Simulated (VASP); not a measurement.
Crystal: SrO.

```
Sr O
1.0
     3.60005    0.00000    0.00000
    -1.80002    3.11773    0.00000
     0.00000    0.00000    6.29912
Sr O
2 2
Direct
  0.66667 0.33333 0.75000
  0.33333 0.66667 0.25000
  0.00000 0.00000 0.50000
  0.00000 0.00000 0.00000
```

Base run:

| Property | Result |
| --- | --- |
| Program | VASP 6.6.1 |
| Functional | r2SCAN |
| Potentials or basis | VASP PAW PBE potentials, release 64 (Sr_sv, O) |
| Cutoff | 520 eV |
| k mesh | 9 × 9 × 5 |
| Occupations | fermi-dirac, width 0.05 eV |
| Spin | no spin polarisation |

Its results: band gap on the k mesh 3.44 eV; pressure -3.2 GPa.

Task: The run is repeated on the same cell with these changes: functional from r2SCAN to PBEsol. What comes out?

Result: Band gap on the k mesh 2.71 eV; pressure -4.8 GPa.

Caveats: the cell stands under tension; the PAW data sets were made with another functional, which shifts forces and pressure a little.

A k mesh can miss the band edges.
